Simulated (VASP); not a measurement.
ZnSiP2, 8 atoms in the cell. The structure is tetragonal, space group I-42d (No. 122). The conventional cell has a = 5.580 Å, b = 5.580 Å, c = 10.863 Å, α = 90.00°, β = 90.00°, γ = 90.00°. Within 3.2 Å of Zn (site symmetry -4) lie 4 P at 2.45 Å. Within 3.1 Å of Si (site symmetry -4) lie 4 P at 2.34 Å. Within 3.1 Å of P (site symmetry 2) lie 2 Si at 2.34 Å and 2 Zn at 2.45 Å. 

| Item | Value |
| --- | --- |
| Program | VASP 6.6.1 |
| Task | single point |
| Functional | PBEsol |
| Potentials or basis | VASP PAW PBE potentials, release 64 (Zn, Si, P) |
| Cutoff | 500 eV |
| k mesh | 5 × 5 × 5 |
| Occupations | fermi-dirac, width 0.05 eV |
| Spin | no spin polarisation |
| Dipole correction | no |
| Further INCAR settings | ALGO = Normal; EDIFF = 1e-06; NBANDS = 36 |

Potentials or basis: VASP PAW PBE potentials, release 64 (Zn, Si, P).

The run is started by

```console
$ cat potpaw_PBE.64/Zn/POTCAR potpaw_PBE.64/Si/POTCAR potpaw_PBE.64/P/POTCAR > POTCAR
$ mpirun -np 1 vasp_std > vasp.out
```

Hardware: 1 thread of Intel(R) Xeon(R) Platinum 8488C (Sapphire Rapids), on a shared host.

Problem. How long does it take, and how much memory?

Solution. It took 95 s on 1 thread of Intel(R) Xeon(R) Platinum 8488C (Sapphire Rapids) (shared host), peak memory 0.39 GiB. Counts: scf iterations 14, k points 18.
